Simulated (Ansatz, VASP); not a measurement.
## Two plane-wave programs on Li2Mg2Si2Sb

Contents of POSCAR:

```
Li2Mg2Si2Sb
1.0
    2.2238150000      3.8517570000      0.0000000000
   -2.2238150000      3.8517570000      0.0000000000
   -2.2238150000      1.2839160000      8.4367030000
Sb Mg Li Si
1 2 2 2
Direct
    0.0000000000      0.0000000000      0.0000000000
    0.8643900000      0.2712200000      0.5931700000
    0.1356100000      0.7287800000      0.4068300000
    0.4294100000      0.1411800000      0.2882300000
    0.5705900000      0.8588200000      0.7117700000
    0.7579000000      0.4842000000      0.2737000000
    0.2421000000      0.5158000000      0.7263000000
```

INCAR.step1

```
SYSTEM = Li2Mg2Si2Sb
PREC = Accurate
ENCUT = 520
ISMEAR = -1
SIGMA = 0.0214
LREAL = .FALSE.
LASPH = .TRUE.
NELM = 100
NBANDS = 20
GGA = PE
ALGO = Normal
EDIFF = 1E-4
LWAVE = .TRUE.
LCHARG = .FALSE.
```

Contents of INCAR.step2:

```
SYSTEM = Li2Mg2Si2Sb
PREC = Accurate
ENCUT = 520
EDIFF = 1E-6
ISMEAR = -1
SIGMA = 0.0214
LREAL = .FALSE.
LASPH = .TRUE.
NELM = 100
ALGO = Normal
ISIF = 2
LWAVE = .FALSE.
LCHARG = .FALSE.
METAGGA = R2SCAN
LMIXTAU = .TRUE.
NBANDS = 20
ISTART = 1
```

File KPOINTS:

```
Automatic mesh
0
G
  8 8 8
  0 0 0
```

Input for Ansatz:

```yaml
crystal:
  lattice:
    - [2.223815, 3.851757, 0.0]
    - [-2.223815, 3.851757, 0.0]
    - [-2.223815, 1.283916, 8.436703]
  atoms:
    - { symbol: Sb, position: [0.0, 0.0, 0.0] }
    - { symbol: Mg, position: [0.86439, 0.27122, 0.59317] }
    - { symbol: Mg, position: [0.13561, 0.72878, 0.40683] }
    - { symbol: Li, position: [0.42941, 0.14118, 0.28823] }
    - { symbol: Li, position: [0.57059, 0.85882, 0.71177] }
    - { symbol: Si, position: [0.7579, 0.4842, 0.2737] }
    - { symbol: Si, position: [0.2421, 0.5158, 0.7263] }
  symmetry: { tolerance: 0.0003 }
kpoints:
  mp_grid: { grid: [8, 8, 8], shift: [0, 0, 0] }
  band_path:
    path:
      - [0.0, 0.0, 0.0]
      - [0.0, 0.0, 0.5]
      - [0.31789363, -0.31789363, 0.18210637]
      - [0.31789363, -0.36421273, -0.18210637]
      - [0.5, 0.0, 0.0]
      - [0.0, 0.0, 0.0]
      - [0.34105318, -0.34105318, -0.34105318]
      - [0.31789363, -0.34105318, 0.0]
      - [0.0, -0.5, 0.0]
      - [0.0, 0.0, 0.0]
    npoints: 6
magnetization:
  spin_polarized: false
scf:
  occupations: { method: fermi_dirac, width: 0.0214 }
  lower_state_search: "off"
  max_iter: 200
hamiltonian:
  pseudopotentials: { kind: paw }
  xc: r2scan
basis:
  ecutwfc: 500
  fft_grid_basis: typed
output:
  forces: true
  stress: true
  eigenvalues: true
  bader: true
  populations: true
  elf: true
  write_potential: true
  volumetric_format: npy
  dos:
    e_range: [-12, 8]
    de: 0.05
    projected: { site_lists: { Li: [Li], Mg: [Mg], Sb: [Sb], Si: [Si] } }
checkpoint:
  read: saved_state
```

Alike in both runs: task single point; functional r2SCAN; k mesh 8 × 8 × 8; occupations fermi-dirac, width 0.0214 eV; no spin polarisation.

|  | VASP | Ansatz |
| --- | --- | --- |
| version | VASP 6.6.1 | Ansatz 0.2.0 |
| potentials or method | VASP PAW PBE potentials, release 64 (Sb, Mg, Li_sv, Si), cutoff 520 eV | PAW plane waves |
| valence electrons in the cell | 23 | 49 |

|  | VASP | Ansatz | Ansatz less VASP |
| --- | --- | --- | --- |
| rms of the force components (eV/Å) | 0.273 | 0.283 | +0.0108 |

VASP's potentials were made for PBE, not for r2SCAN. Atom by atom the forces differ by 0.012 eV/Å (rms over components). The functional is the same, so the differences come from potentials, cutoffs and numerics. VASP's potentials hold 23 valence electrons a cell and Ansatz's 49, so a difference there can come from the potentials and not from the codes. Ansatz's warnings: structure snapped to symmetry.

Neither program's run includes spin-orbit coupling. Noted on VASP's run: the cutoff is short for stress, so the pressure is rough.
